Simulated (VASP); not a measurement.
Here is a VASP 6.6.1 calculation.

File INCAR:

```
SYSTEM = Ca
PREC = Accurate
ENCUT = 500
EDIFF = 1E-6
ISMEAR = 1
SIGMA = 0.1
LREAL = .FALSE.
LASPH = .TRUE.
NELM = 120
ALGO = Normal
ISIF = 2
LWAVE = .FALSE.
LCHARG = .TRUE.
GGA = PE
LELF = .TRUE.
LVHAR = .TRUE.
NBANDS = 11
GGA_COMPAT = .FALSE.
```

KPOINTS

```
Automatic mesh
0
G
  6 6 6
  0 0 0
```

POSCAR

```
Ca
1.0
    0.0000000000      2.7530841692      2.7530841692
    2.7530841692      0.0000000000      2.7530841692
    2.7530841692      2.7530841692      0.0000000000
Ca
1
Direct
    0.0000000000      0.0000000000      0.0000000000
```

Potentials or basis: VASP PAW PBE potentials, release 64 (Ca_sv).

Run with:

```console
$ cat potpaw_PBE.64/Ca_sv/POTCAR > POTCAR
$ mpirun -np 1 vasp_std > vasp.out
```

Q: Predict the band gap on the k mesh.

A: Zero (band 5 reaches 2.02 eV, above the bottom of band 6 at 1.86 eV).

Q: What does it give for the pressure?

A: 0.0 GPa.
